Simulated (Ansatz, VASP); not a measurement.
One calculation of Ni, two programs

The input POSCAR:

```
Ni
1.0
    0.0000000000      2.6037263125      2.6037263125
    2.6037263125      0.0000000000      2.6037263125
    2.6037263125      2.6037263125      0.0000000000
Ni
2
Direct
    0.1250000000      0.1250000000      0.1250000000
    0.8750000000      0.8750000000      0.8750000000
```

File INCAR.step1:

```
PREC = Accurate ; ENCUT = 520
ISMEAR = -1 ; SIGMA = 0.1
LREAL = False ; LASPH = True
NELM = 100 ; NBANDS = 17
GGA = PE ; ALGO = Normal
EDIFF = 1E-4 ; LWAVE = True
LCHARG = False
```

File INCAR.step2:

```
PREC = Accurate ; ENCUT = 520
EDIFF = 1E-6 ; ISMEAR = -1
SIGMA = 0.1 ; LREAL = False
LASPH = True ; NELM = 100
ALGO = Normal ; ISIF = 2
LWAVE = False ; LCHARG = False
METAGGA = R2SCAN ; LMIXTAU = True
NBANDS = 17 ; ISTART = 1
```

File KPOINTS:

```
regular mesh
0
Gamma
  12 12 12
```

Input for Ansatz:

```yaml
crystal:
  lattice:
    - [0.0, 2.6037263125, 2.6037263125]
    - [2.6037263125, 0.0, 2.6037263125]
    - [2.6037263125, 2.6037263125, 0.0]
  atoms:
    - { symbol: Ni, position: [0.125, 0.125, 0.125] }
    - { symbol: Ni, position: [0.875, 0.875, 0.875] }
hamiltonian:
  xc: r2scan
  pseudopotentials:
    kind: paw
    azcp:
      Ni: "pseudopotentials/Ni.paw.azcp"
basis:
  ecutwfc: 500
  fft_grid_basis: typed
kpoints:
  mp_grid: { grid: [12, 12, 12], shift: [0, 0, 0] }
magnetization:
  spin_polarized: false
scf:
  occupations: { method: fermi_dirac, width: 0.1 }
  lower_state_search: "off"
output:
  stress: true
```

Alike in both runs: task single point; functional r2SCAN; k mesh 12 × 12 × 12; occupations fermi-dirac, width 0.1 eV; no spin polarisation.

|  | VASP | Ansatz |
| --- | --- | --- |
| version | VASP 6.6.1 | Ansatz 0.2.0 |
| potentials or method | VASP PAW PBE potentials, release 64 (Ni), cutoff 520 eV | plane waves (500 eV) with PAW, scalar-relativistic |
| valence electrons in the cell | 20 | 36 |

Ansatz gave:

```
pressure (GPa) : -9.1
```

Question: Estimate VASP's values.

Answer: Pressure (GPa): -8.9.

VASP's potentials were made for PBE, not for r2SCAN. VASP's potentials hold 20 valence electrons a cell and Ansatz's 36, so a difference there can come from the potentials and not from the codes.
